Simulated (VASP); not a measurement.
Wanted: the native input for a VASP 6.6.1 run.

* Task: relaxation of cell and atoms
* Functional: PBEsol
* Potentials or basis: VASP PAW PBE potentials, release 64 (Hf_pv)
* Cutoff: 600 eV
* k mesh: 10 × 10 × 5
* Occupations: fermi-dirac, width 0.05 eV
* Spin: no spin polarisation
* Dipole correction: no
* Further INCAR settings: ALGO = Normal; EDIFF = 1e-07; IBRION = 2; EDIFFG = -0.02; NSW = 80; ISIF = 3

The structure of Hf lies in POSCAR:

```
Hf
1.0
    3.1967000000      0.0000000000      0.0000000000
   -1.5983500000      2.7684234083      0.0000000000
    0.0000000000      0.0000000000      5.0578000000
Hf
2
Direct
    0.6666666667      0.3333333333      0.7500000000
    0.3333333333      0.6666666667      0.2500000000
```

These files were run (other wordings do the same):

INCAR

```
SYSTEM = Hf
PREC = Accurate
ENCUT = 600
EDIFF = 1E-7
ISMEAR = -1
SIGMA = 0.05
LREAL = .False.
LASPH = .True.
NELM = 60
ALGO = Normal
ISIF = 3
LWAVE = .False.
LCHARG = .False.
GGA = PS
IBRION = 2
NSW = 80
EDIFFG = -0.02
```

KPOINTS

```
Automatic mesh
0
Gamma
  10 10 5
  0 0 0
```

Potentials or basis: VASP PAW PBE potentials, release 64 (Hf_pv).

Command:

```bash
$ cat potpaw_PBE.64/Hf_pv/POTCAR > POTCAR
$ mpirun -np 1 vasp_std > vasp.out
```

Results of the run:

* Relaxed volume: 21.51 Å³/atom
* Relaxed cell: a = 3.156 Å, b = 3.156 Å, c = 4.986 Å, α = 90.00°, β = 90.00°, γ = 120.00°
* Space group after relaxing (to 0.05 Å): P6_3/mmc (No. 194)
* Energy gained by relaxing: 12.2 meV/atom
* Ionic steps: 3
* Pressure after relaxing: 0.0 GPa
* Band gap on the k mesh: zero (band 10 reaches 6.21 eV, above the bottom of band 11 at 4.69 eV)

Caveat: the PAW data sets were made with another functional, which shifts forces and pressure a little; spin-orbit coupling is left out, which moves the levels of the heavy elements.

Run time: 57 s on 1 thread of Intel(R) Xeon(R) Platinum 8488C (Sapphire Rapids), on a shared host, peak memory 0.19 GiB.
